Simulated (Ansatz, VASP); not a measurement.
**Au: VASP beside Ansatz**

```
CELL_PARAMETERS angstrom
0.00000 2.04181 2.04181
2.04181 0.00000 2.04181
2.04181 2.04181 0.00000
ATOMIC_POSITIONS crystal
Au 0.00000 0.00000 0.00000
```

Alike in both runs: functional PBEsol; k mesh 18 × 18 × 18; occupations fermi-dirac, width 0.08 eV; no spin polarisation.

Ansatz relaxed the structure, and its values are those at the end. VASP's run is a single point on that final structure, the one shown.

```csv
,VASP,Ansatz
version,VASP 6.6.1,Ansatz 0.2.0
potentials or method,"VASP PAW PBE potentials, release 64 (Au)","PAW with Ansatz's default frozen-core files, scalar-relativistic"
plane-wave cutoff (eV),520,420
valence electrons in the cell,11,19
```

Ansatz gave:

```
pressure (GPa) : 0.0
```

**Question.** Which values does VASP return?

**Answer.** Pressure (GPa): -0.3.

VASP's potentials were made for PBE, not for PBEsol. The functional is the same, so the differences come from potentials, cutoffs and numerics. VASP's potentials hold 11 valence electrons a cell and Ansatz's 19, so a difference there can come from the potentials and not from the codes.

Neither program's run includes spin-orbit coupling.
